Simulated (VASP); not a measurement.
# Ti4C in VASP: relaxation of the atoms with PBE

Aim: the relaxation of the atoms of Ti4C with PBE.

All numbers are computed with VASP 6.6.1; they aren't measurements. Logs are shortened: lines on timing, memory, paths and dates and some standing lists are left out, and cuts for length are marked.

## 1. The cell of the first run

The cell holds a slab with vacuum, 5 atoms: a = 2.908 Å, b = 4.112 Å, c = 19.654 Å, α = 90.00°, β = 90.00°, γ = 90.00°.

## 2. Relaxation of the atoms, PBE

Input file INCAR:

```
SYSTEM = Ti4C
PREC = Accurate ; ENCUT = 520
EDIFF = 1E-7 ; ISMEAR = 0
SIGMA = 0.1 ; LREAL = .FALSE.
LASPH = .TRUE. ; NELM = 80
ALGO = Normal ; ISIF = 2
LWAVE = .FALSE. ; LCHARG = .FALSE.
LDIPOL = .TRUE. ; IDIPOL = 3
DIPOL = 0.5 0.5 0.345 ; GGA = PE
IBRION = 2 ; NSW = 36
EDIFFG = -0.025
```

Input file KPOINTS:

```
regular mesh
0
G
  9 7 1
  0 0 0
```

Input file POSCAR:

```
Ti4C
1.0
    2.9076478547      0.0000000000      0.0000000000
    0.0000000000      4.1120350307      0.0000000000
    0.0000000000      0.0000000000     19.6538060989
Ti C
4 1
Selective dynamics
Direct
    0.5000000000      0.5000000000      0.2035229197  F F F
    0.0000000000      0.0000000000      0.2774945423  F F F
    0.5000000000      0.5000000000      0.3439527020  F F F
    0.0000000000      0.0000000000      0.4148716059  F F F
    0.5000000000      0.0000000000      0.4840693986  F F T
```

Potentials or basis: VASP PAW PBE potentials, release 64 (Ti_sv, C).

On the command line:

```console
cat potpaw_PBE.64/Ti_sv/POTCAR potpaw_PBE.64/C/POTCAR > POTCAR
mpirun -np 1 vasp_std > vasp.out
```

OUTCAR:

```text
SYSTEM = Ti4C
   PREC = Accurate
   ENCUT = 520
   EDIFF = 1E-7
   ISMEAR = 0
   LREAL = .FALSE.
   LASPH = .TRUE.
   NELM = 80
   ISIF = 2
   GGA = PE
   IBRION = 2
   NSW = 36
   EDIFFG = -0.025

 ion  position               nearest neighbor table
   1  0.500  0.500  0.204-   3 2.76   2 2.91   2 2.91   2 2.91   2 2.91
   2  0.000  0.000  0.277-   4 2.70   3 2.84   3 2.84   3 2.84   3 2.84   1 2.91   1 2.91   1 2.91
                             1 2.91
   3  0.500  0.500  0.344-   1 2.76   2 2.84   2 2.84   2 2.84   2 2.84   4 2.88   4 2.88   4 2.88
                             4 2.88
   4  0.000  0.000  0.415-   5 1.99   5 1.99   2 2.70   3 2.88   3 2.88   3 2.88   3 2.88
   5  0.500  0.000  0.484-   4 1.99   4 1.99

  LATTYP: Found a simple orthorhombic cell.
 ALAT       =     2.9076478547
 B/A-ratio  =     1.4142135624
 C/A-ratio  =     6.7593488211

  Lattice vectors:

 A1 = (   2.9076478547,   0.0000000000,   0.0000000000)
 A2 = (   0.0000000000,   4.1120350307,   0.0000000000)
 A3 = (   0.0000000000,   0.0000000000,  19.6538060989)

Analysis of symmetry for initial positions (statically):
=====================================================================
 Subroutine PRICEL returns:
 Original cell was already a primitive cell.

 Routine SETGRP: Setting up the symmetry group for a
 simple orthorhombic supercell.

 Subroutine GETGRP returns: Found  4 space group operations
 (whereof  4 operations were pure point group operations)
 out of a pool of  8 trial point group operations.

The static configuration has the point symmetry C_2v.

Analysis of symmetry for dynamics (positions and initial velocities):
=====================================================================
 Subroutine PRICEL returns:
 Original cell was already a primitive cell.

 Routine SETGRP: Setting up the symmetry group for a
 simple orthorhombic supercell.

 Subroutine GETGRP returns: Found  4 space group operations
 (whereof  4 operations were pure point group operations)
 out of a pool of  8 trial point group operations.

The dynamic configuration has the point symmetry C_2v.

Analysis of constrained symmetry for selective dynamics:
=====================================================================
 Subroutine PRICEL returns:
 Original cell was already a primitive cell.

 Routine SETGRP: Setting up the symmetry group for a
 simple orthorhombic supercell.

 Subroutine GETGRP returns: Found  4 space group operations
 (whereof  4 operations were pure point group operations)
 out of a pool of  8 trial point group operations.

The constrained configuration has the point symmetry C_2v.

 Subroutine INISYM returns: Found  4 space group operations
 (whereof  4 operations are pure point group operations),
 and found     1 'primitive' translations

----------------------------------------------------------------------------------------

                                     Primitive cell

  volume of cell :     234.9878

  direct lattice vectors                    reciprocal lattice vectors
     2.907647855  0.000000000  0.000000000     0.343920602  0.000000000  0.000000000
     0.000000000  4.112035031  0.000000000     0.000000000  0.243188590  0.000000000
     0.000000000  0.000000000 19.653806099     0.000000000  0.000000000  0.050880730

  length of vectors
     2.907647855  4.112035031 19.653806099     0.343920602  0.243188590  0.050880730

  position of ions in fractional coordinates (direct lattice)
     0.500000000  0.500000000  0.203522920
     0.000000000  0.000000000  0.277494542
     0.500000000  0.500000000  0.343952702
     0.000000000  0.000000000  0.414871606
     0.500000000  0.000000000  0.484069399

  ion indices of the primitive-cell ions
   primitive index   ion index
                 1           1
                 2           2
                 3           3
                 4           4
                 5           5

----------------------------------------------------------------------------------------

 KPOINTS: regular mesh

Automatic generation of k-mesh.
 Grid dimensions read from file:
 generate k-points for:    9    7    1

 Generating k-lattice:

  Cartesian coordinates                     Fractional coordinates (reciprocal lattice)
     0.038213400  0.000000000  0.000000000     0.111111111  0.000000000  0.000000000
     0.000000000  0.034741227  0.000000000     0.000000000  0.142857143  0.000000000
     0.000000000  0.000000000  0.050880730     0.000000000  0.000000000  1.000000000

  Length of vectors
     0.038213400  0.034741227  0.050880730

  Shift w.r.t. Gamma in fractional coordinates (k-lattice)
     0.000000000  0.000000000  0.000000000

 Subroutine IBZKPT returns following result:
 ===========================================

 Found     20 irreducible k-points:

 Following reciprocal coordinates:
            Coordinates               Weight
  0.000000  0.000000  0.000000      1.000000
  0.111111  0.000000  0.000000      2.000000
  0.222222  0.000000  0.000000      2.000000
  0.333333  0.000000  0.000000      2.000000
  0.444444  0.000000  0.000000      2.000000
  0.000000  0.142857  0.000000      2.000000
[... 12 lines left out ...]
  0.333333  0.428571  0.000000      4.000000
  0.444444  0.428571  0.000000      4.000000
   k-points           NKPTS =     20   k-points in BZ     NKDIM =     20   number of bands    NBANDS=     31
   number of dos      NEDOS =    301   number of ions     NIONS =      5
   total plane-waves  NPLWV = 115200
   dimension x,y,z NGX =    24 NGY =   32 NGZ =  150
   dimension x,y,z NGXF=    48 NGYF=   64 NGZF=  300
   ions per type =               4   1
   NGX,Y,Z   is equivalent  to a cutoff of  13.72, 12.94, 12.69 a.u.
   NGXF,Y,Z  is equivalent  to a cutoff of  27.44, 25.87, 25.38 a.u.
 SYSTEM =  Ti4C
   PREC   = accura    normal or accurate (medium, high low for compatibility)
   ISTART =      0    job   : 0-new  1-cont  2-samecut
   ICHARG =      2    charge: 1-file 2-atom 10-const
   ISPIN  =      1    spin polarized calculation?
   LNONCOLLINEAR =      F non collinear calculations
   LSORBIT =      F    spin-orbit coupling
   LASPH  =      T    aspherical Exc in radial PAW
   ENCUT  =  520.0 eV  38.22 Ry    6.18 a.u.   5.41  7.65 36.54*2*pi/ulx,y,z
   NELM   =     80;   NELMIN=  2; NELMDL= -5     # of ELM steps
   EDIFF  = 0.1E-06   stopping-criterion for ELM
   LREAL  =      F    real-space projection
   EDIFFG = -.3E-01   stopping-criterion for IOM
   NSW    =     36    number of steps for IOM
   IBRION =      2    ionic relax: 0-MD 1-quasi-New 2-CG
   NFREE  =      1    steps in history (QN), initial steepest desc. (CG)
   ISIF   =      2    stress and relaxation
   ISYM   =      2    0-nonsym 1-usesym 2-fastsym
   POTIM  = 0.5000    time-step for ionic-motion
   TEBEG  =    0.0;   TEEND  =   0.0 temperature during run
   PSTRESS=    0.0 pullay stress
   NELECT =      52.0000    total number of electrons
   NUPDOWN=      -1.0000    fix difference up-down
   EMIN   =  10.00;   EMAX   =-10.00  energy-range for DOS
   EFERMI =   0.00;   METHOD = LEGACY
   ISMEAR =     0;   SIGMA  =   0.10  broadening in eV -4-tet -1-fermi 0-gaus
   EFERMI_NEDOS =   21; number of points for ismear=-14 and -15
   IALGO  =     38    algorithm
   IMIX   =      4    mixing-type and parameters
     AMIX     =   0.40;   BMIX     =  1.00
     AMIX_MAG =   1.60;   BMIX_MAG =  1.00
  volume/ion in A,a.u.               =      47.00       317.16
  Fermi-wavevector in a.u.,A,eV,Ry     =   0.990210  1.871226 13.340741  0.980517
  Thomas-Fermi vector in A             =   2.121865
   LORBIT       =      0    0 simple, 1 ext, 2 COOP (PROOUT), +10 PAW based schemes
   GGA     = PE    functional components
   LHFCALC =     F    Hartree Fock is set to
   AEXX    =    0.0000 exact exchange contribution
   IVDW    =     0    specifies the selected vdW correction
   LEPSILON=     F    determine dielectric tensor
   LRPA    =     F    only Hartree local field effects (RPA)
 conjugate gradient relaxation of ions
 non-spin polarized calculation
 Gauss-broadening in eV      SIGMA  =   0.10
  energy-cutoff  :      520.00
  volume of cell :      234.99
 maximum number of plane-waves:      6369
 NGX is ok and might be reduce to    24
   NGX = 11   NGY = 15   NGZ = 73

--------------------------------------- Ionic step        1  -------------------------------------------

 number of electron      52.0000013 magnetization

 Free energy of the ion-electron system (eV)
  ---------------------------------------------------
  ext. energy  EPLUGINS =         0.00000000
  ---------------------------------------------------
  free energy    TOTEN  =       -34.92306548 eV

  energy without entropy =      -34.88759774  energy(sigma->0) =      -34.90533161

------------------------ aborting loop because EDIFF is reached ----------------------------------------

  FORCE on cell =-STRESS in cart. coord.  units (eV):
  Direction    XX          YY          ZZ          XY          YZ          ZX
  --------------------------------------------------------------------------------------
  -------------------------------------------------------------------------------------
  Total        2.0336751     -2.1316665     -2.7038250      0.0000000      0.0000000      0.0000000
  in kB       13.8658618    -14.5339802    -18.4350311      0.0000000      0.0000000      0.0000000
  external PRESSURE =      -6.3677165 kB  Pullay stress =       0.0000000 kB
[... 63 lines left out ...]
  energy  without entropy=      -35.0646775068  energy(sigma->0) =      -35.07958500

--------------------------------------- Ionic step        3  -------------------------------------------

 number of electron      52.0000012 magnetization

 dipolmoment           0.000000      0.000000      0.202017 electrons x Angstroem

 Free energy of the ion-electron system (eV)
  ---------------------------------------------------
  ext. energy  EPLUGINS =         0.00000000
  ---------------------------------------------------
  free energy    TOTEN  =       -35.13358114 eV

  energy without entropy =      -35.10525979  energy(sigma->0) =      -35.11942046

 E-fermi :  -0.7120     XC(G=0):  -4.7631

 val. band max:       -0.7229023998   @ k =   0.3333   0.0000   0.0000
 cond. band min:      -0.6832881085   @ k =   0.1111   0.4286   0.0000
 fundamental gap:      0.0396142913
 Fermi energy:        -0.7120296857

 k-point     1 :       0.0000    0.0000    0.0000
  band No.  band energies     occupation
      1     -57.7436      2.00000
      2     -57.3890      2.00000
      3     -57.2835      2.00000
      4     -56.4506      2.00000
      5     -34.1386      2.00000
      6     -34.0612      2.00000
[... 669 lines left out ...]
     30       0.2004      0.00000
     31       0.5961      0.00000

------------------------ aborting loop because EDIFF is reached ----------------------------------------

 vacuum level on the upper side and lower side of the slab       (xc-potential included)         1.354        -1.653

  FORCE on cell =-STRESS in cart. coord.  units (eV):
  Direction    XX          YY          ZZ          XY          YZ          ZX
  --------------------------------------------------------------------------------------
  -------------------------------------------------------------------------------------
  Total        5.3481773     -1.8675918      0.6966671      0.0000000      0.0000000      0.0000000
  in kB       36.4645702    -12.7334847      4.7499670      0.0000000      0.0000000      0.0000000
  external PRESSURE =       9.4936842 kB  Pullay stress =       0.0000000 kB

 VOLUME and BASIS-vectors are now :
 -----------------------------------------------------------------------------
  energy-cutoff  :      520.00
  volume of cell :      234.99
      direct lattice vectors                 reciprocal lattice vectors
     2.907647855  0.000000000  0.000000000     0.343920602  0.000000000  0.000000000
     0.000000000  4.112035031  0.000000000     0.000000000  0.243188590  0.000000000
     0.000000000  0.000000000 19.653806099     0.000000000  0.000000000  0.050880730
[... 11 lines left out ...]
  FREE ENERGIE OF THE ION-ELECTRON SYSTEM (eV)
  ---------------------------------------------------
  free  energy   TOTEN  =       -35.1335811401 eV

  energy  without entropy=      -35.1052597868  energy(sigma->0) =      -35.11942046

 reached required accuracy - stopping structural energy minimisation

 vacuum level on the upper side and lower side of the slab         5.540         2.451
```

It took 8.9 min on 1 thread of Intel Xeon Platinum 8559C (Emerald Rapids), shared host; peak memory 0.4 GiB.

Results:

| Property | Result |
| --- | --- |
| Free energy | -35.1336 eV |
| Energy gained by relaxing | 42.1 meV/atom |
| Ionic steps | 3 |
| Band gap on the k mesh | zero (bands 26 and 27 overlap by 0.28 eV) |

The path:
```
step  energy change (eV)  largest force on free atoms (eV/Å)  pressure (GPa)
   1              0.0000                              2.1273           -0.64
   2             -0.1714                              1.0961            0.24
   3             -0.2105                              0.0151            0.95
```

Final structure:
```yaml
crystal:
  lattice:
    - [2.90765, 0.00000, 0.00000]
    - [0.00000, 4.11204, 0.00000]
    - [0.00000, 0.00000, 19.65381]
  atoms:
    - { symbol: Ti, position: [0.50000, 0.50000, 0.20352] }
    - { symbol: Ti, position: [0.00000, 0.00000, 0.27749] }
    - { symbol: Ti, position: [0.50000, 0.50000, 0.34395] }
    - { symbol: Ti, position: [0.00000, 0.00000, 0.41487] }
    - { symbol: C, position: [0.50000, 0.00000, 0.47532] }
```

The gap in the log of VASP goes by the Fermi energy; the results here count the filled bands.